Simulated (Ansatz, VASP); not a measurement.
**Two plane-wave programs on MgZrC**

```
CELL_PARAMETERS angstrom
3.72981 0.00000 0.00000
-1.86490 3.23011 0.00000
0.00000 0.00000 4.66316
ATOMIC_POSITIONS crystal
Mg 0.00000 0.00000 0.00000
Zr 0.66667 0.33333 0.50000
C 0.33333 0.66667 0.50000
```

Change from the starting cell: species swapped into the SrAlGe type (P-6m2, No. 187).

Alike in both runs: functional PBE; k mesh 12 × 12 × 12; occupations gaussian, width 0.1 eV; no spin polarisation.

Ansatz relaxed the structure, and its values are those at the end. VASP's run is a single point on that final structure, the one shown.

```csv
,VASP,Ansatz
version,VASP 6.6.1,Ansatz 0.2.0
potentials or method,"VASP PAW PBE potentials, release 64 (Mg, Zr_sv, C), cutoff 520 eV","scalar-relativistic, plane waves, PAW"
valence electrons in the cell,18,26
```

```tsv
	VASP	Ansatz	Ansatz less VASP
gap on the k mesh at the Fermi level (eV)	none	none	-
pressure (GPa)	0.0	0.0	-0.02
```

A gap of «none» marks a metal or a gap that the smearing closes. VASP's potentials hold 18 valence electrons a cell and Ansatz's 26, so a difference there can come from the potentials and not from the codes.
